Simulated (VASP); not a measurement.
Input of a VASP 6.6.1 run:

The input INCAR:

```
PREC = Accurate ; ENCUT = 600
EDIFF = 1E-6 ; ISMEAR = 0
SIGMA = 0.1 ; LREAL = F
LASPH = T ; NELM = 80
ALGO = Fast ; ISIF = 3
LWAVE = F ; LCHARG = F
IBRION = 2 ; NSW = 100
EDIFFG = -0.002
```

KPOINTS

```
Automatic mesh
0
Gamma
  18 18 18
```

Contents of POSCAR:

```
Cu
1.0
    0.0000000000      1.7598111927      1.7598111927
    1.7598111927      0.0000000000      1.7598111927
    1.7598111927      1.7598111927      0.0000000000
Cu
1
Direct
    0.0000000000      0.0000000000      0.0000000000
```

Potentials or basis: VASP PAW LDA potentials, release 64 (Cu).

Run with:

```console
$ cat potpaw_LDA.64/Cu/POTCAR > POTCAR
$ mpirun -np 1 vasp_std > vasp.out
```

**Question.** Predict the relaxed cell.

**Answer.** a = 2.493 Å, b = 2.493 Å, c = 2.493 Å, α = 60.00°, β = 60.00°, γ = 60.00°.

**Question.** Predict the space group after relaxing (to 0.05 Å).

**Answer.** Fm-3m (No. 225).

**Question.** Predict the relaxed volume.

**Answer.** 10.95 Å³/atom.

Final structure:
```
Cu
1.0
     0.00000    1.76250    1.76250
     1.76250    0.00000    1.76250
     1.76250    1.76250    0.00000
Cu
1
Direct
  0.00000 0.00000 0.00000
```
